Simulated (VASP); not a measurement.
# HfOs3 (Pm-3m) in VASP: further runs

Runs on HfOs3. Level: PBEsol. Tasks: single point.

All numbers are computed with VASP 6.6.1; they aren't measurements. Logs are shortened: lines on timing, memory, paths and dates and some standing lists are left out, and cuts for length are marked.

## Step 1: The cell of the first run

Symmetry: Pm-3m, No. 221, cubic system. The conventional cell has a = 3.881 Å, b = 3.881 Å, c = 3.881 Å, α = 90.00°, β = 90.00°, γ = 90.00°. Within 3.6 Å of Hf (site symmetry m-3m) lie 12 Os at 2.74 Å. Os (site symmetry 4/mmm) has 4 Hf at 2.74 Å and 8 Os at 2.74 Å within 3.6 Å.

## Step 2: Single point, PBEsol (volume scaled by 0.960)

The input, INCAR:

```
PREC = Accurate ; ENCUT = 520
EDIFF = 1E-7 ; ISMEAR = 0
SIGMA = 0.05 ; LREAL = False
LASPH = True ; NELM = 80
ALGO = Normal ; ISIF = 2
LWAVE = False ; LCHARG = False
GGA = PS ; NBANDS = 25
```

The input, KPOINTS:

```
regular mesh
0
Gamma
  8 8 8
```

The input, POSCAR:

```
HfOs3
1.0
    3.8806555464      0.0000000000      0.0000000000
    0.0000000000      3.8806555464      0.0000000000
    0.0000000000      0.0000000000      3.8806555464
Hf Os
1 3
Direct
    0.0000000000      0.0000000000      0.0000000000
    0.0000000000      0.5000000000      0.5000000000
    0.5000000000      0.5000000000      0.0000000000
    0.5000000000      0.0000000000      0.5000000000
```

Potentials or basis: VASP PAW PBE potentials, release 64 (Hf_pv, Os).

Started as:

```bash
$ cat potpaw_PBE.64/Hf_pv/POTCAR potpaw_PBE.64/Os/POTCAR > POTCAR
$ mpirun -np 1 vasp_std > vasp.out
```

OUTCAR:

```text
PREC = Accurate
   ENCUT = 520
   EDIFF = 1E-7
   ISMEAR = 0
   LREAL = False
   LASPH = True
   NELM = 80
   ISIF = 2
   GGA = PS

 ion  position               nearest neighbor table
   1  0.000  0.000  0.000-   2 2.74   3 2.74   4 2.74   2 2.74   4 2.74   2 2.74   3 2.74   2 2.74
                             3 2.74   4 2.74   4 2.74   3 2.74
   2  0.000  0.500  0.500-   1 2.74   3 2.74   4 2.74   1 2.74   3 2.74   1 2.74   4 2.74   1 2.74
                             3 2.74   4 2.74   3 2.74   4 2.74
   3  0.500  0.500  0.000-   1 2.74   2 2.74   4 2.74   2 2.74   4 2.74   1 2.74   4 2.74   4 2.74
                             1 2.74   2 2.74   2 2.74   1 2.74
   4  0.500  0.000  0.500-   1 2.74   2 2.74   3 2.74   1 2.74   3 2.74   2 2.74   3 2.74   3 2.74
                             1 2.74   2 2.74   1 2.74   2 2.74

  LATTYP: Found a simple cubic cell.
 ALAT       =     3.8806555464

  Lattice vectors:

 A1 = (   3.8806555464,   0.0000000000,   0.0000000000)
 A2 = (   0.0000000000,   3.8806555464,   0.0000000000)
 A3 = (   0.0000000000,   0.0000000000,   3.8806555464)

Analysis of symmetry for initial positions (statically):
=====================================================================
 Subroutine PRICEL returns:
 Original cell was already a primitive cell.

 Routine SETGRP: Setting up the symmetry group for a
 simple cubic supercell.

 Subroutine GETGRP returns: Found 48 space group operations
 (whereof 48 operations were pure point group operations)
 out of a pool of 48 trial point group operations.

The static configuration has the point symmetry O_h .

Analysis of symmetry for dynamics (positions and initial velocities):
=====================================================================
 Subroutine PRICEL returns:
 Original cell was already a primitive cell.

 Routine SETGRP: Setting up the symmetry group for a
 simple cubic supercell.

 Subroutine GETGRP returns: Found 48 space group operations
 (whereof 48 operations were pure point group operations)
 out of a pool of 48 trial point group operations.

The dynamic configuration has the point symmetry O_h .

 Subroutine INISYM returns: Found 48 space group operations
 (whereof 48 operations are pure point group operations),
 and found     1 'primitive' translations

----------------------------------------------------------------------------------------

                                     Primitive cell
[... 89 lines left out ...]
   ISPIN  =      1    spin polarized calculation?
   LNONCOLLINEAR =      F non collinear calculations
   LSORBIT =      F    spin-orbit coupling
   LASPH  =      T    aspherical Exc in radial PAW
   ENCUT  =  520.0 eV  38.22 Ry    6.18 a.u.   7.22  7.22  7.22*2*pi/ulx,y,z
   NELM   =     80;   NELMIN=  2; NELMDL= -5     # of ELM steps
   EDIFF  = 0.1E-06   stopping-criterion for ELM
   LREAL  =      F    real-space projection
   EDIFFG = 0.1E-05   stopping-criterion for IOM
   NSW    =      0    number of steps for IOM
   IBRION =     -1    ionic relax: 0-MD 1-quasi-New 2-CG
   NFREE  =      0    steps in history (QN), initial steepest desc. (CG)
   ISIF   =      2    stress and relaxation
   ISYM   =      2    0-nonsym 1-usesym 2-fastsym
   POTIM  = 0.5000    time-step for ionic-motion
   TEBEG  =    0.0;   TEEND  =   0.0 temperature during run
   PSTRESS=    0.0 pullay stress
   NELECT =      34.0000    total number of electrons
   NUPDOWN=      -1.0000    fix difference up-down
   EMIN   =  10.00;   EMAX   =-10.00  energy-range for DOS
   EFERMI =   0.00;   METHOD = LEGACY
   ISMEAR =     0;   SIGMA  =   0.05  broadening in eV -4-tet -1-fermi 0-gaus
   EFERMI_NEDOS =   21; number of points for ismear=-14 and -15
   IALGO  =     38    algorithm
   IMIX   =      4    mixing-type and parameters
     AMIX     =   0.40;   BMIX     =  1.00
     AMIX_MAG =   1.60;   BMIX_MAG =  1.00
  volume/ion in A,a.u.               =      14.61        98.59
  Fermi-wavevector in a.u.,A,eV,Ry     =   1.366667  2.582626 25.412672  1.867779
  Thomas-Fermi vector in A             =   2.492787
   LORBIT       =      0    0 simple, 1 ext, 2 COOP (PROOUT), +10 PAW based schemes
   GGA     = PS    functional components
   LHFCALC =     F    Hartree Fock is set to
   AEXX    =    0.0000 exact exchange contribution
   IVDW    =     0    specifies the selected vdW correction
   LEPSILON=     F    determine dielectric tensor
   LRPA    =     F    only Hartree local field effects (RPA)
 non-spin polarized calculation
 Gauss-broadening in eV      SIGMA  =   0.05
  energy-cutoff  :      520.00
  volume of cell :       58.44
 maximum number of plane-waves:      1600
 NGX is ok and might be reduce to    30
   NGX = 15   NGY = 15   NGZ = 15

 number of electron      34.0000005 magnetization

 Free energy of the ion-electron system (eV)
  ---------------------------------------------------
  ext. energy  EPLUGINS =         0.00000000
  ---------------------------------------------------
  free energy    TOTEN  =       -47.45795878 eV

  energy without entropy =      -47.45285434  energy(sigma->0) =      -47.45540656

 E-fermi :   8.0367     XC(G=0): -13.7854

 val. band max:        7.9853348533   @ k =   0.5000   0.5000   0.5000
 cond. band min:       8.0424770247   @ k =   0.5000   0.5000   0.1250
 fundamental gap:      0.0571421714
 Fermi energy:         8.0367018641

 k-point     1 :       0.0000    0.0000    0.0000
  band No.  band energies     occupation
      1     -21.3029      2.00000
      2     -21.3029      2.00000
      3     -21.3029      2.00000
      4      -1.6826      2.00000
      5       1.4104      2.00000
      6       1.5921      2.00000
[... 661 lines left out ...]
     24      12.5397      0.00000
     25      12.9322      0.00000

 [... further k-points ...]
[... 5 lines left out ...]
  --------------------------------------------------------------------------------------
  -------------------------------------------------------------------------------------
  Total        5.0428137      5.0428137      5.0428137      0.0000000      0.0000000     -0.0000000
  in kB      138.2509809    138.2509809    138.2509809      0.0000000      0.0000000     -0.0000000
  external PRESSURE =     138.2509809 kB  Pullay stress =       0.0000000 kB

 VOLUME and BASIS-vectors are now :
 -----------------------------------------------------------------------------
  energy-cutoff  :      520.00
  volume of cell :       58.44
      direct lattice vectors                 reciprocal lattice vectors
     3.880655546  0.000000000  0.000000000     0.257688421  0.000000000  0.000000000
     0.000000000  3.880655546  0.000000000     0.000000000  0.257688421  0.000000000
     0.000000000  0.000000000  3.880655546     0.000000000  0.000000000  0.257688421

 POSITION                                       TOTAL-FORCE (eV/Angst)
 -----------------------------------------------------------------------------------
      0.00000      0.00000      0.00000         0.000000      0.000000      0.000000
      0.00000      1.94033      1.94033         0.000000      0.000000      0.000000
      1.94033      1.94033      0.00000         0.000000      0.000000      0.000000
      1.94033      0.00000      1.94033         0.000000      0.000000      0.000000
 -----------------------------------------------------------------------------------
    total drift:                                0.000000      0.000000     -0.000000

  FREE ENERGIE OF THE ION-ELECTRON SYSTEM (eV)
  ---------------------------------------------------
  free  energy   TOTEN  =       -47.4579587827 eV

  energy  without entropy=      -47.4528543374  energy(sigma->0) =      -47.45540656
```

Wall time 1.9 min (1 thread of Intel Xeon 8259CL, shared host); peak memory 0.2 GiB.

What came out:

```yaml
Free_energy: -47.4580 eV
Pressure: 13.8 GPa
Band_gap_on_the_k_mesh: zero (band 17 reaches 11.43 eV, above the bottom of band 18 at 6.96 eV)
```

Levels at points of the mesh, in eV from the Fermi level:
| k point | band 15 | band 16 | band 17 | band 18 | band 19 | band 20 |
| --- | --- | --- | --- | --- | --- | --- |
| (0.00, 0.00, 0.00) | 1.03 | 2.76 | 3.39 | 3.39 | 3.39 | 3.43 |
| (0.50, 0.00, 0.00) | -1.22 | -0.42 | -0.19 | -0.19 | 1.48 | 2.53 |
| (0.50, 0.50, 0.00) | -1.45 | -0.98 | -0.94 | -0.94 | 0.26 | 0.28 |
| (0.50, 0.50, 0.50) | -1.02 | -0.05 | 1.20 | 1.20 | 1.20 | 2.78 |

Caveat: the cell differs from its parent crystal (volume scaled by 0.960); the PAW data sets were made with another functional, which shifts forces and pressure a little; spin-orbit coupling is left out, which moves the levels of the heavy elements.

## Step 3: Single point, PBEsol (volume scaled by 0.980)

The input, INCAR:

```
  PREC = Accurate
  ENCUT = 520
  EDIFF = 1E-6
  ISMEAR = 0
  SIGMA = 0.05
  LREAL = F
  LASPH = T
  NELM = 80
  ALGO = Fast
  ISIF = 2
  LWAVE = F
  LCHARG = F
  GGA = PS
  NBANDS = 25
```

KPOINTS is that of step 2.

The input, POSCAR:

```
HfOs3
1.0
    3.9074195339      0.0000000000      0.0000000000
    0.0000000000      3.9074195339      0.0000000000
    0.0000000000      0.0000000000      3.9074195339
Hf Os
1 3
Direct
    0.0000000000      0.0000000000      0.0000000000
    0.0000000000      0.5000000000      0.5000000000
    0.5000000000      0.5000000000      0.0000000000
    0.5000000000      0.0000000000      0.5000000000
```

Potentials or basis: VASP PAW PBE potentials, release 64 (Hf_pv, Os).

Started as:

```bash
$ cat potpaw_PBE.64/Hf_pv/POTCAR potpaw_PBE.64/Os/POTCAR > POTCAR
$ mpirun -np 1 vasp_std > vasp.out
```

It took 1.9 min on 1 thread of Intel Xeon 8259CL, shared host; peak memory 0.19 GiB.

The run converged. Its results:

```yaml
Free_energy: -47.5347 eV
Pressure: 6.4 GPa
Band_gap_on_the_k_mesh: zero (band 17 reaches 11.08 eV, above the bottom of band 18 at 6.74 eV)
```

Levels at points of the mesh, in eV from the Fermi level:
```
           k point  band 13  band 14  band 15  band 16  band 17  band 18  band 19  band 20  band 21  band 22
(0.00, 0.00, 0.00)    -1.61     1.00     1.00     2.67     3.30     3.30     3.30     3.32     3.32     3.32
(0.50, 0.00, 0.00)    -2.78    -1.52    -1.17    -0.41    -0.19    -0.19     1.44     2.50     2.50     3.32
(0.50, 0.50, 0.00)    -2.79    -2.68    -1.39    -0.94    -0.91    -0.91     0.26     0.28     3.46     3.46
(0.50, 0.50, 0.50)    -1.81    -0.97    -0.97    -0.05     1.14     1.14     1.14     2.69     2.69     2.69
```

Caveat: the cell differs from its parent crystal (volume scaled by 0.980); the PAW data sets were made with another functional, which shifts forces and pressure a little; spin-orbit coupling is left out, which moves the levels of the heavy elements.

## Step 4: Single point, PBEsol

This run uses another cell than the first one, of 15.22 Å³/atom, 1.042 times its volume.

The input, INCAR:

```
SYSTEM = HfOs3
PREC = Accurate ; ENCUT = 520
EDIFF = 1E-6 ; ISMEAR = 0
SIGMA = 0.05 ; LREAL = .False.
LASPH = .True. ; NELM = 100
ALGO = Normal ; ISIF = 2
LWAVE = .False. ; LCHARG = .True.
GGA = PS ; LELF = .True.
LVHAR = .True. ; NBANDS = 25
```

The input, KPOINTS:

```
Automatic mesh
0
Gamma
  8 8 8
  0 0 0
```

The input, POSCAR:

```
HfOs3
1.0
    3.9338218181      0.0000000000      0.0000000000
    0.0000000000      3.9338218181      0.0000000000
    0.0000000000      0.0000000000      3.9338218181
Hf Os
1 3
Direct
    0.0000000000      0.0000000000      0.0000000000
    0.0000000000      0.5000000000      0.5000000000
    0.5000000000      0.5000000000      0.0000000000
    0.5000000000      0.0000000000      0.5000000000
```

Started as:

```bash
$ cat potpaw_PBE.64/Hf_pv/POTCAR potpaw_PBE.64/Os/POTCAR > POTCAR
$ mpirun -np 1 vasp_std > vasp.out
```

It took 92 s on 1 thread of Intel Xeon 8259CL, shared host; peak memory 0.2 GiB.

Results (log left out):

- Free energy: -47.5574 eV
- Pressure: -0.4 GPa
- Band gap on the k mesh: zero (band 17 reaches 10.74 eV, above the bottom of band 18 at 6.53 eV)

Levels at points of the mesh, in eV from the Fermi level:
| k point | band 15 | band 16 | band 17 | band 18 | band 19 | band 20 |
| --- | --- | --- | --- | --- | --- | --- |
| (0.00, 0.00, 0.00) | 0.97 | 2.59 | 3.21 | 3.21 | 3.21 | 3.21 |
| (0.50, 0.00, 0.00) | -1.13 | -0.39 | -0.18 | -0.18 | 1.39 | 2.47 |
| (0.50, 0.50, 0.00) | -1.33 | -0.90 | -0.87 | -0.87 | 0.26 | 0.27 |
| (0.50, 0.50, 0.50) | -0.93 | -0.04 | 1.08 | 1.08 | 1.08 | 2.61 |

Caveat: the PAW data sets were made with another functional, which shifts forces and pressure a little; spin-orbit coupling is left out, which moves the levels of the heavy elements.

## Step 5: Single point, PBEsol (volume scaled by 1.020)

The input, INCAR:

```
PREC = Accurate ; ENCUT = 520
EDIFF = 1E-7 ; ISMEAR = 0
SIGMA = 0.05 ; LREAL = F
LASPH = T ; NELM = 60
ALGO = Normal ; ISIF = 2
LWAVE = F ; LCHARG = F
GGA = PS ; NBANDS = 25
```

The input, KPOINTS:

```
regular mesh
0
Gamma
  8 8 8
```

The input, POSCAR:

```
HfOs3
1.0
    3.9598743775      0.0000000000      0.0000000000
    0.0000000000      3.9598743775      0.0000000000
    0.0000000000      0.0000000000      3.9598743775
Hf Os
1 3
Direct
    0.0000000000      0.0000000000      0.0000000000
    0.0000000000      0.5000000000      0.5000000000
    0.5000000000      0.5000000000      0.0000000000
    0.5000000000      0.0000000000      0.5000000000
```

Started as:

```bash
$ cat potpaw_PBE.64/Hf_pv/POTCAR potpaw_PBE.64/Os/POTCAR > POTCAR
$ mpirun -np 1 vasp_std > vasp.out
```

It took 95 s on 1 thread of Intel Xeon 8259CL, shared host; peak memory 0.2 GiB.

Results (log left out):

```yaml
Free_energy: -47.5320 eV
Pressure: -6.4 GPa
Band_gap_on_the_k_mesh: zero (band 17 reaches 10.40 eV, above the bottom of band 18 at 6.33 eV)
```

Levels at points of the mesh, in eV from the Fermi level:
| k point | band 14 | band 15 | band 16 | band 17 | band 18 | band 19 | band 20 | band 21 |
| --- | --- | --- | --- | --- | --- | --- | --- | --- |
| (0.00, 0.00, 0.00) | 0.94 | 0.94 | 2.51 | 3.11 | 3.11 | 3.11 | 3.13 | 3.13 |
| (0.50, 0.00, 0.00) | -1.45 | -1.09 | -0.37 | -0.18 | -0.18 | 1.35 | 2.44 | 2.44 |
| (0.50, 0.50, 0.00) | -2.51 | -1.27 | -0.87 | -0.84 | -0.84 | 0.26 | 0.27 | 3.36 |
| (0.50, 0.50, 0.50) | -0.89 | -0.89 | -0.03 | 1.03 | 1.03 | 1.03 | 2.53 | 2.53 |

Caveat: the cell differs from its parent crystal (volume scaled by 1.020); the PAW data sets were made with another functional, which shifts forces and pressure a little; spin-orbit coupling is left out, which moves the levels of the heavy elements.

[end of part 1 of 2]
